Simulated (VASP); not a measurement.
# Ta6H in VASP: notebook

Ta6H is run at these levels: PBE; tasks: single point.

Program: VASP 6.6.1. These are calculated values, not measurements. Logs are shortened: lines on timing, memory, paths and dates and some standing lists are left out, and cuts for length are marked.

## (1) The cell of the first run

The cell holds a slab with vacuum, 7 atoms: a = 4.694 Å, b = 4.694 Å, c = 19.988 Å, α = 90.00°, β = 90.00°, γ = 120.00°.

## (2) Single point, PBE

INCAR reads:

```
ALGO = Normal
DIPOL = 0.5 0.5 0.344
EDIFF = 1E-6
ENCUT = 520
GGA = PE
IDIPOL = 3
ISIF = 2
ISMEAR = 0
LASPH = T
LCHARG = T
LDIPOL = T
LELF = T
LREAL = F
LVACPOTAV = T
LVHAR = T
LWAVE = F
NBANDS = 42
NELM = 80
PREC = Accurate
SIGMA = 0.1
```

KPOINTS reads:

```
k-points
0
Gamma
  6 6 1
```

POSCAR reads:

```
Ta6H
1.0
    4.6937283341      0.0000000000      0.0000000000
   -2.3468641670      4.0648879758      0.0000000000
    0.0000000000      0.0000000000     19.9881921123
Ta H
6 1
Direct
    0.6666666667      0.3333333333      0.2001181486
    0.3333333333      0.6666666667      0.2480516124
    0.0000000000      0.0000000000      0.2959850763
    0.6666666667      0.3333333333      0.3401842451
    0.3333333333      0.6666666667      0.3819724402
    0.0000000000      0.0000000000      0.4246603227
    0.0000000000      0.0000000000      0.5150725989
```

Potentials or basis: VASP PAW PBE potentials, release 64 (Ta_pv, H).

Command:

```console
$ cat potpaw_PBE.64/Ta_pv/POTCAR potpaw_PBE.64/H/POTCAR > POTCAR
$ mpirun -np 1 vasp_std > vasp.out
```

OUTCAR:

```text
EDIFF = 1E-6
   ENCUT = 520
   GGA = PE
   ISIF = 2
   ISMEAR = 0
   LASPH = T
   LREAL = F
   NELM = 80
   PREC = Accurate

 ion  position               nearest neighbor table
   1  0.667  0.333  0.200-   4 2.80   2 2.87   2 2.87   2 2.87   3 3.32   3 3.32   3 3.32
   2  0.333  0.667  0.248-   5 2.68   1 2.87   1 2.87   3 2.87   1 2.87   3 2.87   3 2.87   4 3.28
                             4 3.28   4 3.28
   3  0.000  0.000  0.296-   6 2.57   4 2.85   4 2.85   4 2.85   2 2.87   2 2.87   2 2.87   5 3.21
                             5 3.21   5 3.21   1 3.32   1 3.32   1 3.32
   4  0.667  0.333  0.340-   1 2.80   5 2.84   5 2.84   5 2.84   3 2.85   3 2.85   3 2.85   6 3.19
                             6 3.19   6 3.19   2 3.28   2 3.28   2 3.28
   5  0.333  0.667  0.382-   2 2.68   4 2.84   4 2.84   4 2.84   6 2.84   6 2.84   6 2.84   3 3.21
                             3 3.21   3 3.21
   6  0.000  0.000  0.425-   7 1.81   3 2.57   5 2.84   5 2.84   5 2.84   4 3.19   4 3.19   4 3.19

   7  0.000  0.000  0.515-   6 1.81

  LATTYP: Found a hexagonal cell.
 ALAT       =     4.6937283341
 C/A-ratio  =     4.2584893478

  Lattice vectors:

 A1 = (   4.6937283341,   0.0000000000,   0.0000000000)
 A2 = (  -2.3468641670,   4.0648879758,   0.0000000000)
 A3 = (   0.0000000000,   0.0000000000,  19.9881921123)

Analysis of symmetry for initial positions (statically):
=====================================================================
 Subroutine PRICEL returns:
 Original cell was already a primitive cell.

 Routine SETGRP: Setting up the symmetry group for a
 hexagonal supercell.

 Subroutine GETGRP returns: Found  6 space group operations
 (whereof  6 operations were pure point group operations)
 out of a pool of 24 trial point group operations.

The static configuration has the point symmetry C_3v.

Analysis of symmetry for dynamics (positions and initial velocities):
=====================================================================
 Subroutine PRICEL returns:
 Original cell was already a primitive cell.

 Routine SETGRP: Setting up the symmetry group for a
 hexagonal supercell.

 Subroutine GETGRP returns: Found  6 space group operations
 (whereof  6 operations were pure point group operations)
 out of a pool of 24 trial point group operations.

The dynamic configuration has the point symmetry C_3v.

 Subroutine INISYM returns: Found  6 space group operations
 (whereof  6 operations are pure point group operations),
 and found     1 'primitive' translations

----------------------------------------------------------------------------------------

                                     Primitive cell

  volume of cell :     381.3643

  direct lattice vectors                    reciprocal lattice vectors
     4.693728334  0.000000000  0.000000000     0.213050251  0.123004620  0.000000000
    -2.346864167  4.064887976  0.000000000     0.000000000  0.246009240  0.000000000
     0.000000000  0.000000000 19.988192112     0.000000000  0.000000000  0.050029537

  length of vectors
     4.693728334  4.693728334 19.988192112     0.246009240  0.246009240  0.050029537

  position of ions in fractional coordinates (direct lattice)
     0.666666667  0.333333333  0.200118149
     0.333333333  0.666666667  0.248051612
     0.000000000  0.000000000  0.295985076
     0.666666667  0.333333333  0.340184245
     0.333333333  0.666666667  0.381972440
     0.000000000  0.000000000  0.424660323
     0.000000000  0.000000000  0.515072599

  ion indices of the primitive-cell ions
   primitive index   ion index
                 1           1
                 2           2
                 3           3
                 4           4
                 5           5
                 6           6
                 7           7

----------------------------------------------------------------------------------------

 KPOINTS: k-points

Automatic generation of k-mesh.
 Grid dimensions read from file:
 generate k-points for:    6    6    1

 Generating k-lattice:

  Cartesian coordinates                     Fractional coordinates (reciprocal lattice)
     0.035508375  0.020500770  0.000000000     0.166666667  0.000000000  0.000000000
     0.000000000  0.041001540  0.000000000     0.000000000  0.166666667  0.000000000
     0.000000000  0.000000000  0.050029537     0.000000000  0.000000000  1.000000000

  Length of vectors
     0.041001540  0.041001540  0.050029537

  Shift w.r.t. Gamma in fractional coordinates (k-lattice)
     0.000000000  0.000000000  0.000000000

 Subroutine IBZKPT returns following result:
 ===========================================

 Found      7 irreducible k-points:

 Following reciprocal coordinates:
            Coordinates               Weight
  0.000000  0.000000  0.000000      1.000000
  0.166667 -0.000000  0.000000      6.000000
  0.333333  0.000000  0.000000      6.000000
  0.500000  0.000000  0.000000      3.000000
  0.166667  0.166667  0.000000      6.000000
  0.333333  0.166667  0.000000     12.000000
  0.333333  0.333333  0.000000      2.000000
   k-points           NKPTS =      7   k-points in BZ     NKDIM =      7   number of bands    NBANDS=     42
   number of dos      NEDOS =    301   number of ions     NIONS =      7
   total plane-waves  NPLWV = 194400
   dimension x,y,z NGX =    36 NGY =   36 NGZ =  150
   dimension x,y,z NGXF=    72 NGYF=   72 NGZF=  300
   ions per type =               6   1
   NGX,Y,Z   is equivalent  to a cutoff of  12.75, 12.75, 12.48 a.u.
   NGXF,Y,Z  is equivalent  to a cutoff of  25.50, 25.50, 24.95 a.u.
 SYSTEM =  unknown system
   PREC   = accura    normal or accurate (medium, high low for compatibility)
   ISTART =      0    job   : 0-new  1-cont  2-samecut
   ICHARG =      2    charge: 1-file 2-atom 10-const
   ISPIN  =      1    spin polarized calculation?
   LNONCOLLINEAR =      F non collinear calculations
   LSORBIT =      F    spin-orbit coupling
   LASPH  =      T    aspherical Exc in radial PAW
   ENCUT  =  520.0 eV  38.22 Ry    6.18 a.u.   8.73  8.73 37.16*2*pi/ulx,y,z
   NELM   =     80;   NELMIN=  2; NELMDL= -5     # of ELM steps
   EDIFF  = 0.1E-05   stopping-criterion for ELM
   LREAL  =      F    real-space projection
   EDIFFG = 0.1E-04   stopping-criterion for IOM
   NSW    =      0    number of steps for IOM
   IBRION =     -1    ionic relax: 0-MD 1-quasi-New 2-CG
   NFREE  =      0    steps in history (QN), initial steepest desc. (CG)
   ISIF   =      2    stress and relaxation
   ISYM   =      2    0-nonsym 1-usesym 2-fastsym
   POTIM  = 0.5000    time-step for ionic-motion
   TEBEG  =    0.0;   TEEND  =   0.0 temperature during run
   PSTRESS=    0.0 pullay stress
   NELECT =      67.0000    total number of electrons
   NUPDOWN=      -1.0000    fix difference up-down
   EMIN   =  10.00;   EMAX   =-10.00  energy-range for DOS
   EFERMI =   0.00;   METHOD = LEGACY
   ISMEAR =     0;   SIGMA  =   0.10  broadening in eV -4-tet -1-fermi 0-gaus
   EFERMI_NEDOS =   21; number of points for ismear=-14 and -15
   IALGO  =     38    algorithm
   IMIX   =      4    mixing-type and parameters
     AMIX     =   0.40;   BMIX     =  1.00
     AMIX_MAG =   1.60;   BMIX_MAG =  1.00
  volume/ion in A,a.u.               =      54.48       367.65
  Fermi-wavevector in a.u.,A,eV,Ry     =   0.916895  1.732681 11.438377  0.840697
  Thomas-Fermi vector in A             =   2.041803
   LORBIT       =      0    0 simple, 1 ext, 2 COOP (PROOUT), +10 PAW based schemes
   GGA     = PE    functional components
   LHFCALC =     F    Hartree Fock is set to
   AEXX    =    0.0000 exact exchange contribution
   IVDW    =     0    specifies the selected vdW correction
   LEPSILON=     F    determine dielectric tensor
   LRPA    =     F    only Hartree local field effects (RPA)
 non-spin polarized calculation
 Gauss-broadening in eV      SIGMA  =   0.10
  energy-cutoff  :      520.00
  volume of cell :      381.36
 maximum number of plane-waves:     10285
 NGX is ok and might be reduce to    36
   NGX = 17   NGY = 17   NGZ = 75

 dipolmoment           0.000000      0.000000     -0.637577 electrons x Angstroem

 number of electron      66.9999992 magnetization

 dipolmoment           0.000000      0.000000      0.240980 electrons x Angstroem

 Free energy of the ion-electron system (eV)
  ---------------------------------------------------
  ext. energy  EPLUGINS =         0.00000000
  ---------------------------------------------------
  free energy    TOTEN  =       -67.34895159 eV

  energy without entropy =      -67.30051289  energy(sigma->0) =      -67.32473224

 E-fermi :  -1.5839     XC(G=0):  -4.8049

 val. band max:       -1.6033958488   @ k =   0.1667   0.1667   0.0000
 cond. band min:      -1.5482294775   @ k =   0.3333   0.3333   0.0000
 fundamental gap:      0.0551663713
 Fermi energy:        -1.5839139285

 k-point     1 :       0.0000    0.0000    0.0000
  band No.  band energies     occupation
      1     -36.2453      2.00000
      2     -36.1288      2.00000
      3     -35.9717      2.00000
      4     -35.9717      2.00000
      5     -35.8232      2.00000
      6     -35.8232      2.00000
[... 34 lines left out ...]
     41       1.2183      0.00000
     42       1.2183      0.00000

 k-point     2 :       0.1667   -0.0000    0.0000
  band No.  band energies     occupation
      1     -36.2531      2.00000
      2     -36.1433      2.00000
      3     -36.0080      2.00000
      4     -35.9848      2.00000
      5     -35.8722      2.00000
      6     -35.8425      2.00000
[... 34 lines left out ...]
     41       1.0190      0.00000
     42       1.0857      0.00000

 k-point     3 :       0.3333    0.0000    0.0000
  band No.  band energies     occupation
      1     -36.2711      2.00000
      2     -36.1767      2.00000
      3     -36.0768      2.00000
      4     -35.9708      2.00000
      5     -35.9106      2.00000
      6     -35.8298      2.00000
[... 132 lines left out ...]
      4     -35.9625      2.00000
      5     -35.9280      2.00000
      6     -35.8175      2.00000
[... 34 lines left out ...]
     41       0.4305      0.00000
     42       0.8280      0.00000

 k-point     7 :       0.3333    0.3333    0.0000
  band No.  band energies     occupation
      1     -36.2769      2.00000
      2     -36.2274      2.00000
      3     -36.0090      2.00000
      4     -35.9518      2.00000
      5     -35.9398      2.00000
      6     -35.8338      2.00000
[... 34 lines left out ...]
     41      -0.0279      0.00000
     42       0.6722      0.00000

------------------------ aborting loop because EDIFF is reached ----------------------------------------

  FORCE on cell =-STRESS in cart. coord.  units (eV):
  Direction    XX          YY          ZZ          XY          YZ          ZX
  --------------------------------------------------------------------------------------
  -------------------------------------------------------------------------------------
  Total       -4.1320810     -4.1320810     -1.5995533     -0.0000000      0.0000000     -0.0000000
  in kB      -17.3595859    -17.3595859     -6.7199995     -0.0000000      0.0000000     -0.0000000
  external PRESSURE =     -13.8130571 kB  Pullay stress =       0.0000000 kB

 VOLUME and BASIS-vectors are now :
 -----------------------------------------------------------------------------
  energy-cutoff  :      520.00
  volume of cell :      381.36
      direct lattice vectors                 reciprocal lattice vectors
     4.693728334  0.000000000  0.000000000     0.213050251  0.123004620  0.000000000
    -2.346864167  4.064887976  0.000000000     0.000000000  0.246009240  0.000000000
     0.000000000  0.000000000 19.988192112     0.000000000  0.000000000  0.050029537

 POSITION                                       TOTAL-FORCE (eV/Angst)
 -----------------------------------------------------------------------------------
      2.34686      1.35496      4.00000         0.000000      0.000000      1.983289
     -0.00000      2.70993      4.95810         0.000000     -0.000000     -0.351930
      0.00000      0.00000      5.91621         0.000000      0.000000     -2.323255
      2.34686      1.35496      6.79967        -0.000000      0.000000     -0.031153
     -0.00000      2.70993      7.63494        -0.000000     -0.000000     -0.050952
      0.00000      0.00000      8.48819         0.000000     -0.000000      0.761572
      0.00000      0.00000     10.29537         0.000000     -0.000000      0.012428
 -----------------------------------------------------------------------------------
    total drift:                                0.000000     -0.000000      0.000067

  FREE ENERGIE OF THE ION-ELECTRON SYSTEM (eV)
  ---------------------------------------------------
  free  energy   TOTEN  =       -67.3489515920 eV

  energy  without entropy=      -67.3005128897  energy(sigma->0) =      -67.32473224

 vacuum level on the upper side and lower side of the slab         4.200         1.915
```

It took 2.3 min on 1 thread of AMD EPYC 9R45 (Zen 5), shared host; peak memory 0.47 GiB.

What came out:

```yaml
Free_energy: -67.3490 eV
Largest_force: 2.323 eV/Å
```

Forces on the atoms (eV/Å):
```
Ta   0.000  0.000  1.983
Ta   0.000  0.000 -0.352
Ta   0.000  0.000 -2.323
Ta   0.000  0.000 -0.031
Ta   0.000  0.000 -0.051
Ta   0.000  0.000  0.762
H    0.000  0.000  0.012
```

Caveat: spin-orbit coupling is left out, which moves the levels of the heavy elements.

(Continued in part 2 of 2.)
